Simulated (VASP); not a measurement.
## Li: single point with PBE

Li:

```xyz
2
Lattice="1.3413 -0.7744 4.4148 0.0000 1.5488 4.4148 -1.3413 -0.7744 4.4148" Properties=species:S:1:pos:R:3 pbc="T T T"
Li    0.0000    0.0000    3.3111
Li    0.0000    0.0000   -3.3111
```

This cell differs from its parent crystal: volume scaled by 0.68.

```json
{"Program": "VASP 6.6.1", "Task": "single point", "Functional": "PBE", "Potentials or basis": "VASP PAW PBE potentials, release 64 (Li_sv)", "Cutoff": "520 eV", "k mesh": "13 × 13 × 13", "Occupations": "fermi-dirac, width 0.08 eV", "Spin": "no spin polarisation", "Dipole correction": "no", "Further INCAR settings": "ALGO = Normal; EDIFF = 1e-06; NBANDS = 10"}
```

```json
{
 "Band gap on the k mesh": "zero (band 3 reaches 3.76 eV, above the bottom of band 4 at -0.69 eV)"
}
```

Levels at points of the mesh, in eV from the Fermi level:
```csv
k point,band 1,band 2,band 3,band 4,band 5,band 6
"(0.00, 0.00, 0.00)",-45.97,-45.90,-4.00,-0.29,4.39,16.65
```

Wall time 110 s on 1 thread of Intel(R) Xeon(R) Platinum 8488C (Sapphire Rapids) (shared host), peak memory 0.2 GiB.
